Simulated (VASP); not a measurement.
# AlCu3 (Pm-3m) in VASP: notebook, part 2 of 2

VASP 6.6.1. The steps go on from the part before.

## 3. Single point, PBEsol

This run uses another cell than the first one, of 11.98 Å³/atom.

INCAR reads:

```
SYSTEM = AlCu3
PREC = Accurate
ENCUT = 520
EDIFF = 1E-6
ISMEAR = -1
SIGMA = 0.15
LREAL = .FALSE.
LASPH = .TRUE.
NELM = 100
ALGO = Normal
ISIF = 2
LWAVE = .FALSE.
LCHARG = .FALSE.
GGA = PS
NBANDS = 26
```

KPOINTS reads:

```
regular mesh
0
G
  12 12 12
  0 0 0
```

POSCAR reads:

```
AlCu3
1.0
    3.6324203562      0.0000000000      0.0000000000
    0.0000000000      3.6324203562      0.0000000000
    0.0000000000      0.0000000000      3.6324203562
Al Cu
1 3
Direct
    0.0000000000      0.0000000000      0.0000000000
    0.5000000000      0.5000000000      0.0000000000
    0.5000000000      0.0000000000      0.5000000000
    0.0000000000      0.5000000000      0.5000000000
```

Potentials or basis: VASP PAW PBE potentials, release 64 (Al, Cu).

Launch:

```
$ cat potpaw_PBE.64/Al/POTCAR potpaw_PBE.64/Cu/POTCAR > POTCAR
$ mpirun -np 1 vasp_std > vasp.out
```

It took 2.9 min on 1 thread of AMD EPYC 7R13, shared host; peak memory 0.19 GiB.

It converged, with:

- Free energy: -17.8183 eV
- Pressure: 0.5 GPa
- Band gap on the k mesh: zero (bands 18 and 19 overlap by 5.55 eV)

Levels at points of the mesh, in eV from the Fermi level:
```
           k point  band 14  band 15  band 16  band 17  band 18  band 19  band 20  band 21  band 22  band 23
(0.00, 0.00, 0.00)    -2.09    -2.09    -2.09    -0.31    -0.31    -0.31     4.38     4.38     5.11    10.53
(0.50, 0.00, 0.00)    -2.99    -2.91    -2.51    -2.09     3.79     3.79     3.89     3.89     4.76     5.93
(0.50, 0.50, 0.00)    -2.92    -2.91    -2.79    -2.38    -1.23    -1.23     6.37     6.43     6.43     7.00
(0.50, 0.50, 0.50)    -2.99    -2.99    -2.26    -2.26    -2.26    -1.48     1.33     1.75     1.75     1.75
```

Caveat: the PAW data sets were made with another functional, which shifts forces and pressure a little.

## 4. Single point, PBEsol (12.22 Å³/atom)

This run uses another cell than the first one, of 12.22 Å³/atom.

INCAR reads:

```
PREC = Accurate
ENCUT = 520
EDIFF = 1E-7
ISMEAR = -1
SIGMA = 0.15
LREAL = False
LASPH = True
NELM = 80
ALGO = Normal
ISIF = 2
LWAVE = False
LCHARG = False
GGA = PS
NBANDS = 26
```

KPOINTS reads:

```
Automatic mesh
0
Gamma
  12 12 12
```

POSCAR reads:

```
AlCu3
1.0
    3.6564768212      0.0000000000      0.0000000000
    0.0000000000      3.6564768212      0.0000000000
    0.0000000000      0.0000000000      3.6564768212
Al Cu
1 3
Direct
    0.0000000000      0.0000000000      0.0000000000
    0.5000000000      0.5000000000      0.0000000000
    0.5000000000      0.0000000000      0.5000000000
    0.0000000000      0.5000000000      0.5000000000
```

Launch:

```
$ cat potpaw_PBE.64/Al/POTCAR potpaw_PBE.64/Cu/POTCAR > POTCAR
$ mpirun -np 1 vasp_std > vasp.out
```

Wall time 3.2 min (1 thread of AMD EPYC 7R13, shared host); peak memory 0.19 GiB.

It converged, with:

```yaml
Free_energy: -17.8134 eV
Pressure: -2.3 GPa
Band_gap_on_the_k_mesh: zero (bands 18 and 19 overlap by 5.46 eV)
```

Levels at points of the mesh, in eV from the Fermi level:
```csv
k point,band 15,band 16,band 17,band 18,band 19,band 20,band 21,band 22
"(0.00, 0.00, 0.00)",-2.06,-2.06,-0.28,-0.28,-0.28,4.31,4.31,4.96
"(0.50, 0.00, 0.00)",-2.87,-2.48,-2.06,3.73,3.73,3.87,3.87,4.73
"(0.50, 0.50, 0.00)",-2.86,-2.74,-2.35,-1.23,-1.23,6.25,6.37,6.37
"(0.50, 0.50, 0.50)",-2.92,-2.23,-2.23,-2.23,-1.41,1.23,1.70,1.70
```

Caveat: the PAW data sets were made with another functional, which shifts forces and pressure a little.

## 5. Relaxation of cell and atoms, PBEsol

This run uses another cell than the first one, of 11.98 Å³/atom.

INCAR reads:

```
SYSTEM = AlCu3
ALGO = Fast
EDIFF = 1E-6
EDIFFG = -0.001
ENCUT = 600
GGA = PS
IBRION = 2
ISIF = 3
ISMEAR = -1
LASPH = .True.
LCHARG = .False.
LREAL = .False.
LWAVE = .False.
NELM = 80
NSW = 80
PREC = Accurate
SIGMA = 0.15
```

KPOINTS reads:

```
k-points
0
Gamma
  12 12 12
  0 0 0
```

POSCAR reads:

```
AlCu3
1.0
    3.6318704085      0.0000000000      0.0000000000
    0.0000000000      3.6318704085      0.0000000000
    0.0000000000      0.0000000000      3.6318704085
Al Cu
1 3
Direct
    0.0000000000      0.0000000000      0.0000000000
    0.5000000000      0.5000000000      0.0000000000
    0.5000000000      0.0000000000      0.5000000000
    0.0000000000      0.5000000000      0.5000000000
```

Launch:

```
$ cat potpaw_PBE.64/Al/POTCAR potpaw_PBE.64/Cu/POTCAR > POTCAR
$ mpirun -np 1 vasp_std > vasp.out
```

Run time: 23 min. Hardware: 1 thread of AMD EPYC 7R13, shared host; peak memory 0.21 GiB.

Results (log left out):

- Free energy: -17.8191 eV
- Relaxed volume: 12.03 Å³/atom
- Relaxed cell: a = 3.637 Å, b = 3.637 Å, c = 3.637 Å, α = 90.00°, β = 90.00°, γ = 90.00°
- Space group after relaxing (to 0.1 Å): Pm-3m (No. 221)
- Energy gained by relaxing: 0.1 meV/atom
- Ionic steps: 17
- Pressure after relaxing: 0.0 GPa
- Band gap on the k mesh: zero (bands 18 and 19 overlap by 5.53 eV)

The path:
```tsv
step	energy change (eV)	largest force (eV/Å)	pressure (GPa)	volume (Å³)
1	0.0000	0.0000	3.13	47.91
2	0.0182	0.0000	-3.34	49.55
3	0.0026	0.0000	-1.96	48.68
4	0.0002	0.0000	-0.76	48.38
5	-0.0003	0.0000	-0.42	48.23
6	-0.0004	0.0000	0.07	48.07
7	-0.0004	0.0000	0.21	48.09
8	-0.0004	0.0000	-0.07	48.16
9	-0.0004	0.0000	-0.17	48.14
10	-0.0004	0.0000	-0.12	48.12
11	-0.0004	0.0000	0.28	48.10
12	-0.0004	0.0000	-0.14	48.11
13	-0.0004	0.0000	0.14	48.11
14	-0.0004	0.0000	0.06	48.11
15	-0.0004	0.0000	-0.38	48.11
16	-0.0004	0.0000	-0.03	48.11
17	-0.0004	0.0000	-0.01	48.11
```

Final structure:
```cif
data_structure
_symmetry_space_group_name_H-M 'P 1'
_symmetry_Int_Tables_number 1
_cell_length_a 3.6371
_cell_length_b 3.6371
_cell_length_c 3.6371
_cell_angle_alpha 90.000
_cell_angle_beta 90.000
_cell_angle_gamma 90.000
_cell_volume 48.11
loop_
_atom_site_label
_atom_site_type_symbol
_atom_site_fract_x
_atom_site_fract_y
_atom_site_fract_z
_atom_site_occupancy
Al1 Al 0.00000 0.00000 0.00000 1
Cu1 Cu 0.50000 0.50000 0.00000 1
Cu2 Cu 0.50000 0.00000 0.50000 1
Cu3 Cu 0.00000 0.50000 0.50000 1
```

Levels at points of the mesh, in eV from the Fermi level:
| k point | band 15 | band 16 | band 17 | band 18 | band 19 | band 20 | band 21 | band 22 |
| --- | --- | --- | --- | --- | --- | --- | --- | --- |
| (0.00, 0.00, 0.00) | -2.08 | -2.08 | -0.31 | -0.31 | -0.31 | 4.37 | 4.37 | 5.08 |
| (0.50, 0.00, 0.00) | -2.90 | -2.51 | -2.08 | 3.78 | 3.78 | 3.89 | 3.89 | 4.76 |
| (0.50, 0.50, 0.00) | -2.90 | -2.78 | -2.38 | -1.23 | -1.23 | 6.34 | 6.42 | 6.42 |
| (0.50, 0.50, 0.50) | -2.97 | -2.25 | -2.25 | -2.25 | -1.47 | 1.31 | 1.74 | 1.74 |

Caveat: the PAW data sets were made with another functional, which shifts forces and pressure a little.

## 6. Relaxation of cell and atoms, PBEsol

This run uses another cell than the first one, of 12.03 Å³/atom.

INCAR reads:

```
PREC = Accurate
ENCUT = 600
EDIFF = 1E-6
ISMEAR = 0
SIGMA = 0.1
LREAL = False
LASPH = True
NELM = 100
ALGO = Fast
ISIF = 3
LWAVE = False
LCHARG = False
GGA = PS
IBRION = 2
NSW = 100
EDIFFG = -0.005
```

KPOINTS reads:

```
regular mesh
0
Gamma
  12 12 12
```

POSCAR reads:

```
AlCu3
1.0
    3.6373766700      0.0000000000      0.0000000000
    0.0000000000      3.6373766700      0.0000000000
    0.0000000000      0.0000000000      3.6373766700
Al Cu
1 3
Direct
    0.0000000000      0.0000000000      0.0000000000
    0.5000000000      0.5000000000      0.0000000000
    0.5000000000      0.0000000000      0.5000000000
    0.0000000000      0.5000000000      0.5000000000
```

Potentials or basis: VASP PAW PBE potentials, release 64 (Al, Cu).

Launch:

```
$ cat potpaw_PBE.64/Al/POTCAR potpaw_PBE.64/Cu/POTCAR > POTCAR
$ mpirun -np 1 vasp_std > vasp.out
```

OUTCAR:

```text
PREC = Accurate
   ENCUT = 600
   EDIFF = 1E-6
   ISMEAR = 0
   LREAL = False
   LASPH = True
   NELM = 100
   ISIF = 3
   GGA = PS
   IBRION = 2
   NSW = 100
   EDIFFG = -0.005

 ion  position               nearest neighbor table
   1  0.000  0.000  0.000-   2 2.57   3 2.57   4 2.57   3 2.57   4 2.57   2 2.57   4 2.57   4 2.57
                             2 2.57   3 2.57   3 2.57   2 2.57
   2  0.500  0.500  0.000-   1 2.57   3 2.57   4 2.57   3 2.57   4 2.57   1 2.57   3 2.57   3 2.57
                             1 2.57   4 2.57   4 2.57   1 2.57
   3  0.500  0.000  0.500-   1 2.57   2 2.57   4 2.57   1 2.57   2 2.57   2 2.57   4 2.57   2 2.57
                             1 2.57   4 2.57   1 2.57   4 2.57
   4  0.000  0.500  0.500-   1 2.57   2 2.57   3 2.57   1 2.57   2 2.57   1 2.57   3 2.57   1 2.57
                             2 2.57   3 2.57   2 2.57   3 2.57

  LATTYP: Found a simple cubic cell.
 ALAT       =     3.6373766700
[... 383 lines left out ...]
  ---------------------------------------------------
  ext. energy  EPLUGINS =         0.00000000
  ---------------------------------------------------
  free energy    TOTEN  =       -17.78065811 eV

  energy without entropy =      -17.77576567  energy(sigma->0) =      -17.77821189

 E-fermi :   8.5661     XC(G=0): -12.4817

 val. band max:        8.5499576653   @ k =   0.5000   0.2500   0.2500
 cond. band min:       8.6333788005   @ k =   0.1667   0.0833   0.0833
 fundamental gap:      0.0834211352
 Fermi energy:         8.5660535312

 k-point     1 :       0.0000    0.0000    0.0000
  band No.  band energies     occupation
      1      -2.1143      2.00000
      2       3.1696      2.00000
      3       3.7389      2.00000
      4       3.7389      2.00000
      5       4.0097      2.00000
      6       4.0097      2.00000
[... 589 lines left out ...]
     21      14.7620      0.00000
     22      14.8471      0.00000

 [... further k-points ...]
[... 5 lines left out ...]
  --------------------------------------------------------------------------------------
  -------------------------------------------------------------------------------------
  Total        0.0196024      0.0196024      0.0196024     -0.0000000     -0.0000000     -0.0000000
  in kB        0.6531361      0.6531361      0.6531361     -0.0000000     -0.0000000     -0.0000000
  external PRESSURE =       0.6531361 kB  Pullay stress =       0.0000000 kB
[... 19 lines left out ...]
  FREE ENERGIE OF THE ION-ELECTRON SYSTEM (eV)
  ---------------------------------------------------
  free  energy   TOTEN  =       -17.7806581145 eV

  energy  without entropy=      -17.7757656728  energy(sigma->0) =      -17.77821189

 reached required accuracy - stopping structural energy minimisation
```

OSZICAR:

```text
N       E                     dE             d eps       ncg     rms          rms(c)
DAV:   1     0.260073066727E+03    0.26007E+03   -0.17648E+04  3776   0.287E+03
DAV:   2    -0.496772485727E+01   -0.26504E+03   -0.25867E+03  3696   0.415E+02
DAV:   3    -0.222064482264E+02   -0.17239E+02   -0.16551E+02  4358   0.160E+02
DAV:   4    -0.225889283237E+02   -0.38248E+00   -0.38150E+00  5748   0.256E+01
[... 105 lines left out ...]
RMM:   4    -0.177806575002E+02    0.79348E-07   -0.12020E-06  1925   0.849E-03
  11 F= -.17780658E+02 E0= -.17778211E+02  d E =0.439371E-04
       N       E                     dE             d eps       ncg     rms          rms(c)
DAV:   1    -0.177806602746E+02   -0.26951E-05   -0.26120E-05  3902   0.114E-01    0.119E-02
RMM:   2    -0.177806588512E+02    0.14235E-05   -0.18551E-05  3575   0.749E-02    0.581E-03
RMM:   3    -0.177806581145E+02    0.73665E-06   -0.36749E-06  2555   0.391E-02
  12 F= -.17780658E+02 E0= -.17778212E+02  d E =0.433228E-04
```

Run time: 18 min. Hardware: 1 thread of Intel Xeon 8259CL, shared host; peak memory 0.25 GiB.

What came out:

- Free energy: -17.7807 eV
- Relaxed volume: 12.02 Å³/atom
- Relaxed cell: a = 3.636 Å, b = 3.636 Å, c = 3.636 Å, α = 90.00°, β = 90.00°, γ = 90.00°
- Space group after relaxing (to 0.1 Å): Pm-3m (No. 221)
- Ionic steps: 12
- Pressure after relaxing: 0.1 GPa
- Band gap on the k mesh: zero (bands 18 and 19 overlap by 5.53 eV)

Final structure:
```
CELL_PARAMETERS angstrom
3.63640 0.00000 0.00000
0.00000 3.63640 0.00000
0.00000 0.00000 3.63640
ATOMIC_POSITIONS crystal
Al 0.00000 0.00000 0.00000
Cu 0.50000 0.50000 0.00000
Cu 0.50000 0.00000 0.50000
Cu 0.00000 0.50000 0.50000
```

Caveat: the PAW data sets were made with another functional, which shifts forces and pressure a little.

## 7. The runs side by side

| task | cell | cutoff (eV) | smearing | gap on the mesh (eV) | pressure (GPa) | relaxed volume (Å³/atom) |
| --- | --- | --- | --- | --- | --- | --- |
| single point | a = 3.608 Å, 4 atoms | 520 | fermi-dirac 0.15 eV | none | 3.7 | - |
| single point | a = 3.632 Å, 4 atoms | 520 | fermi-dirac 0.15 eV | none | 0.5 | - |
| single point | a = 3.656 Å, 4 atoms | 520 | fermi-dirac 0.15 eV | none | -2.3 | - |
| relaxation of cell and atoms | relaxed from a = 3.632 Å, 4 atoms | 600 | fermi-dirac 0.15 eV | none | 0.0 | 12.03 |
| relaxation of cell and atoms | relaxed from a = 3.637 Å, 4 atoms | 600 | gaussian 0.1 eV | none | 0.1 | 12.02 |

Alike in all rows: level PBEsol; potentials or basis VASP PAW PBE potentials, release 64 (Al, Cu); no spin polarisation; k mesh 12 × 12 × 12.

Caveats: the PAW data sets were made with another functional, which shifts forces and pressure a little; the cell stands under pressure (at least some runs).

Total energies depend on the potentials used, so only differences within one code and one set of settings carry meaning.

The gap in the log of VASP goes by the Fermi energy; the results here count the filled bands.